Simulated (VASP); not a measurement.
# PrGa2Sb3 (I4/mmm) in VASP: relaxation of cell and atoms with PBE

Aim: the relaxation of cell and atoms of PrGa2Sb3 with PBE.

Program: VASP 6.6.1. These are calculated values, not measurements. Logs are shortened: lines on timing, memory, paths and dates and some standing lists are left out, and cuts for length are marked.

## (1) The cell of the first run

Symmetry: I4/mmm, No. 139, tetragonal system. Conventional cell: a = 5.838 Å, b = 5.838 Å, c = 10.828 Å, α = 90.00°, β = 90.00°, γ = 90.00°. Pr (site symmetry 4/mmm) has 4 Ga at 2.92 Å within 3.8 Å. Within 3.6 Å of Ga (site symmetry mmm) lie 4 Sb at 2.71 to 2.92 Å and 2 Pr at 2.92 Å. Within 3.6 Å of Sb (site symmetry -4m2) lie 2 Ga at 2.71 Å. Within 3.8 Å of Sb (site symmetry 4/mmm) lie 4 Ga at 2.92 Å.

The cell was generated, and may not be a known phase.

## (2) Relaxation of cell and atoms, PBE

INCAR reads:

```
PREC = Accurate
ENCUT = 500
EDIFF = 1E-7
ISMEAR = 0
SIGMA = 0.1
LREAL = F
LASPH = T
NELM = 200
ALGO = Normal
ISIF = 3
LWAVE = F
LCHARG = F
GGA = PE
IBRION = 2
NSW = 100
EDIFFG = -0.01
GGA_COMPAT = F
NELMIN = 4
LMAXMIX = 6
```

KPOINTS reads:

```
regular mesh
0
Gamma
  10 10 10
```

POSCAR reads:

```
PrGa2Sb3
1.0
   -2.9191886510      2.9191886510      5.4139701500
    2.9191886510     -2.9191886510      5.4139701500
    2.9191886510      2.9191886510     -5.4139701500
Pr Ga Sb
1 2 3
Direct
    0.5000000000      0.5000000000      0.0000000000
    0.5000000000      0.0000000000      0.5000000000
    0.0000000000      0.5000000000      0.5000000000
    0.7500000000      0.2500000000      0.5000000000
    0.2500000000      0.7500000000      0.5000000000
    0.0000000000      0.0000000000      0.0000000000
```

Potentials or basis: VASP PAW PBE potentials, release 64 (Pr_3, Ga_d, Sb), 4f in core.

Started as:

```
cat potpaw_PBE.64/Pr_3/POTCAR potpaw_PBE.64/Ga_d/POTCAR potpaw_PBE.64/Sb/POTCAR > POTCAR
mpirun -np 1 vasp_std > vasp.out
```

OUTCAR:

```text
PREC = Accurate
   ENCUT = 500
   EDIFF = 1E-7
   ISMEAR = 0
   LREAL = F
   LASPH = T
   NELM = 200
   ISIF = 3
   GGA = PE
   IBRION = 2
   NSW = 100
   EDIFFG = -0.01
   NELMIN = 4

 ion  position               nearest neighbor table
   1  0.500  0.500  0.000-   2 2.92   3 2.92   2 2.92   3 2.92
   2  0.500  0.000  0.500-   4 2.71   5 2.71   1 2.92   6 2.92   1 2.92   6 2.92
   3  0.000  0.500  0.500-   4 2.71   5 2.71   1 2.92   6 2.92   6 2.92   1 2.92
   4  0.750  0.250  0.500-   2 2.71   3 2.71
   5  0.250  0.750  0.500-   2 2.71   3 2.71
   6  0.000  0.000  0.000-   2 2.92   3 2.92   3 2.92   2 2.92

  LATTYP: Found a body centered tetragonal cell.
 ALAT       =     5.8383773020
 C/A-ratio  =     1.8546146883

  Lattice vectors:

 A1 = (  -2.9191886510,   2.9191886510,   5.4139701500)
 A2 = (   2.9191886510,  -2.9191886510,   5.4139701500)
 A3 = (   2.9191886510,   2.9191886510,  -5.4139701500)

Analysis of symmetry for initial positions (statically):
=====================================================================
 Subroutine PRICEL returns:
 Original cell was already a primitive cell.

 Routine SETGRP: Setting up the symmetry group for a
 body centered tetragonal supercell.

 Subroutine GETGRP returns: Found 16 space group operations
 (whereof 16 operations were pure point group operations)
 out of a pool of 16 trial point group operations.

The static configuration has the point symmetry D_4h.

Analysis of symmetry for dynamics (positions and initial velocities):
=====================================================================
 Subroutine PRICEL returns:
 Original cell was already a primitive cell.

 Routine SETGRP: Setting up the symmetry group for a
 body centered tetragonal supercell.

 Subroutine GETGRP returns: Found 16 space group operations
 (whereof 16 operations were pure point group operations)
 out of a pool of 16 trial point group operations.

The dynamic configuration has the point symmetry D_4h.

 Subroutine INISYM returns: Found 16 space group operations
 (whereof 16 operations are pure point group operations),
 and found     1 'primitive' translations

----------------------------------------------------------------------------------------

                                     Primitive cell

  volume of cell :     184.5441

  direct lattice vectors                    reciprocal lattice vectors
    -2.919188651  2.919188651  5.413970150     0.000000000  0.171280469  0.092353668
     2.919188651 -2.919188651  5.413970150     0.171280469  0.000000000  0.092353668
     2.919188651  2.919188651 -5.413970150     0.171280469  0.171280469  0.000000000

  length of vectors
     6.808406388  6.808406388  6.808406388     0.194592392  0.194592392  0.242227162

  position of ions in fractional coordinates (direct lattice)
     0.500000000  0.500000000  0.000000000
     0.500000000  0.000000000  0.500000000
     0.000000000  0.500000000  0.500000000
     0.750000000  0.250000000  0.500000000
     0.250000000  0.750000000  0.500000000
     0.000000000  0.000000000  0.000000000

  ion indices of the primitive-cell ions
   primitive index   ion index
                 1           1
                 2           2
                 3           3
                 4           4
                 5           5
                 6           6

----------------------------------------------------------------------------------------

 KPOINTS: regular mesh

Automatic generation of k-mesh.
 Grid dimensions read from file:
 generate k-points for:   10   10   10

 Generating k-lattice:

  Cartesian coordinates                     Fractional coordinates (reciprocal lattice)
     0.000000000  0.017128047  0.009235367     0.100000000 -0.000000000  0.000000000
     0.017128047  0.000000000  0.009235367    -0.000000000  0.100000000  0.000000000
     0.017128047  0.017128047  0.000000000     0.000000000  0.000000000  0.100000000

  Length of vectors
     0.019459239  0.019459239  0.024222716

  Shift w.r.t. Gamma in fractional coordinates (k-lattice)
     0.000000000  0.000000000  0.000000000

 Subroutine IBZKPT returns following result:
 ===========================================

 Found    102 irreducible k-points:

 Following reciprocal coordinates:
            Coordinates               Weight
  0.000000  0.000000  0.000000      1.000000
  0.100000  0.000000 -0.000000      8.000000
  0.200000  0.000000 -0.000000      8.000000
  0.300000  0.000000 -0.000000      8.000000
  0.400000  0.000000 -0.000000      8.000000
  0.500000  0.000000  0.000000      4.000000
[... 16 lines left out ...]
  0.300000  0.300000 -0.000000      8.000000
  0.400000  0.300000 -0.000000     16.000000
 [... further k-points ...]
   k-points           NKPTS =    102   k-points in BZ     NKDIM =    102   number of bands    NBANDS=     31
   number of dos      NEDOS =    301   number of ions     NIONS =      6
   total plane-waves  NPLWV = 125000
   dimension x,y,z NGX =    50 NGY =   50 NGZ =   50
   dimension x,y,z NGXF=   100 NGYF=  100 NGZF=  100
   ions per type =               1   2   3
   NGX,Y,Z   is equivalent  to a cutoff of  12.21, 12.21, 12.21 a.u.
   NGXF,Y,Z  is equivalent  to a cutoff of  24.42, 24.42, 24.42 a.u.
 SYSTEM =  unknown system
   PREC   = accura    normal or accurate (medium, high low for compatibility)
   ISTART =      0    job   : 0-new  1-cont  2-samecut
   ICHARG =      2    charge: 1-file 2-atom 10-const
   ISPIN  =      1    spin polarized calculation?
   LNONCOLLINEAR =      F non collinear calculations
   LSORBIT =      F    spin-orbit coupling
   LASPH  =      T    aspherical Exc in radial PAW
   ENCUT  =  500.0 eV  36.75 Ry    6.06 a.u.  12.41 12.41 12.41*2*pi/ulx,y,z
   NELM   =    200;   NELMIN=  4; NELMDL= -5     # of ELM steps
   EDIFF  = 0.1E-06   stopping-criterion for ELM
   LREAL  =      F    real-space projection
   EDIFFG = -.1E-01   stopping-criterion for IOM
   NSW    =    100    number of steps for IOM
   IBRION =      2    ionic relax: 0-MD 1-quasi-New 2-CG
   NFREE  =      1    steps in history (QN), initial steepest desc. (CG)
   ISIF   =      3    stress and relaxation
   ISYM   =      2    0-nonsym 1-usesym 2-fastsym
   POTIM  = 0.5000    time-step for ionic-motion
   TEBEG  =    0.0;   TEEND  =   0.0 temperature during run
   PSTRESS=    0.0 pullay stress
   NELECT =      52.0000    total number of electrons
   NUPDOWN=      -1.0000    fix difference up-down
   EMIN   =  10.00;   EMAX   =-10.00  energy-range for DOS
   EFERMI =   0.00;   METHOD = LEGACY
   ISMEAR =     0;   SIGMA  =   0.10  broadening in eV -4-tet -1-fermi 0-gaus
   EFERMI_NEDOS =   21; number of points for ismear=-14 and -15
   IALGO  =     38    algorithm
   IMIX   =      4    mixing-type and parameters
     AMIX     =   0.40;   BMIX     =  1.00
     AMIX_MAG =   1.60;   BMIX_MAG =  1.00
  volume/ion in A,a.u.               =      30.76       207.56
  Fermi-wavevector in a.u.,A,eV,Ry     =   1.073271  2.028187 15.672683  1.151910
  Thomas-Fermi vector in A             =   2.209065
   LORBIT       =      0    0 simple, 1 ext, 2 COOP (PROOUT), +10 PAW based schemes
   GGA     = PE    functional components
   LHFCALC =     F    Hartree Fock is set to
   AEXX    =    0.0000 exact exchange contribution
   IVDW    =     0    specifies the selected vdW correction
   LEPSILON=     F    determine dielectric tensor
   LRPA    =     F    only Hartree local field effects (RPA)
 conjugate gradient relaxation of ions
 non-spin polarized calculation
 Gauss-broadening in eV      SIGMA  =   0.10
  energy-cutoff  :      500.00
  volume of cell :      184.54
 maximum number of plane-waves:      4716
 NGX is ok and might be reduce to    50
   NGX = 25   NGY = 25   NGZ = 25

--------------------------------------- Ionic step        1  -------------------------------------------

 number of electron      52.0000010 magnetization

 Free energy of the ion-electron system (eV)
  ---------------------------------------------------
  ext. energy  EPLUGINS =         0.00000000
  ---------------------------------------------------
  free energy    TOTEN  =       -21.86722148 eV

  energy without entropy =      -21.83896643  energy(sigma->0) =      -21.85309395

------------------------ aborting loop because EDIFF is reached ----------------------------------------

  FORCE on cell =-STRESS in cart. coord.  units (eV):
  Direction    XX          YY          ZZ          XY          YZ          ZX
  --------------------------------------------------------------------------------------
  -------------------------------------------------------------------------------------
  Total        0.3570837      0.3570837     -0.7403440      0.0000000      0.0000000      0.0000000
  in kB        3.1001338      3.1001338     -6.4275276      0.0000000      0.0000000      0.0000000
  external PRESSURE =      -0.0757533 kB  Pullay stress =       0.0000000 kB
[... 145 lines left out ...]
  energy  without entropy=      -21.8452515214  energy(sigma->0) =      -21.86011421

--------------------------------------- Ionic step        5  -------------------------------------------

 number of electron      52.0000005 magnetization

 Free energy of the ion-electron system (eV)
  ---------------------------------------------------
  ext. energy  EPLUGINS =         0.00000000
  ---------------------------------------------------
  free energy    TOTEN  =       -21.87506686 eV

  energy without entropy =      -21.84532674  energy(sigma->0) =      -21.86019680

 E-fermi :   4.6192     XC(G=0):  -9.3112

 val. band max:        4.6180129235   @ k =  -0.2000  -0.3000   0.1000
 cond. band min:       4.6207564150   @ k =  -0.3000   0.3000   0.1000
 fundamental gap:      0.0027434915
 Fermi energy:         4.6192341476

 k-point     1 :       0.0000    0.0000    0.0000
  band No.  band energies     occupation
      1     -32.2096      2.00000
      2     -14.1908      2.00000
      3     -14.1883      2.00000
      4     -14.1883      2.00000
      5     -10.2480      2.00000
      6     -10.2246      2.00000
[... 805 lines left out ...]
     30       5.9222      0.00000
     31       6.7881      0.00000

 [... further k-points ...]

------------------------ aborting loop because EDIFF is reached ----------------------------------------

  FORCE on cell =-STRESS in cart. coord.  units (eV):
  Direction    XX          YY          ZZ          XY          YZ          ZX
  --------------------------------------------------------------------------------------
  -------------------------------------------------------------------------------------
  Total       -0.0460456     -0.0460456     -0.0440344      0.0000000      0.0000000      0.0000000
  in kB       -0.3986996     -0.3986996     -0.3812853      0.0000000      0.0000000      0.0000000
  external PRESSURE =      -0.3928948 kB  Pullay stress =       0.0000000 kB
[... 21 lines left out ...]
  FREE ENERGIE OF THE ION-ELECTRON SYSTEM (eV)
  ---------------------------------------------------
  free  energy   TOTEN  =       -21.8750668583 eV

  energy  without entropy=      -21.8453267411  energy(sigma->0) =      -21.86019680

 reached required accuracy - stopping structural energy minimisation
```

It took 24 min on 1 thread of Intel Xeon 6975P-C (Granite Rapids), shared host; peak memory 0.76 GiB.

Results:

| Item | Value |
| --- | --- |
| Free energy | -21.8751 eV |
| Relaxed volume | 30.84 Å³/atom |
| Relaxed cell | a = 6.772 Å, b = 6.772 Å, c = 6.772 Å, α = 128.49°, β = 128.49°, γ = 75.84° |
| Space group after relaxing (to 0.1 Å) | I4/mmm (No. 139) |
| Energy gained by relaxing | 1.3 meV/atom |
| Ionic steps | 5 |
| Pressure after relaxing | 0.0 GPa |
| Band gap on the k mesh | zero (bands 26 and 27 overlap by 0.84 eV) |

Step by step:
```
step  energy change (eV)  largest force (eV/Å)  pressure (GPa)  volume (Å³)
   1              0.0000                0.0000           -0.01       184.54
   2             -0.0051                0.0000            0.03       184.50
   3             -0.0078                0.0000            0.09       184.43
   4             -0.0078                0.0000            0.09       184.43
   5             -0.0078                0.0000           -0.04       185.03
```

Final structure:
```
Pr Ga Sb
1.0
    -2.94269    2.94269    5.34199
     2.94269   -2.94269    5.34199
     2.94269    2.94269   -5.34199
Pr Ga Sb
1 2 3
Cartesian
  0.0000 0.0000 5.3420
  0.0000 2.9427 0.0000
  2.9427 0.0000 0.0000
  0.0000 2.9427 2.6710
  2.9427 0.0000 2.6710
  0.0000 0.0000 0.0000
```

Caveat: spin-orbit coupling is left out, which moves the levels of the heavy elements; the 4f electrons are frozen in the core, so they carry no moment and show no levels. Spin polarisation is off, so any magnetic state and its effect on volume and gap are missing.
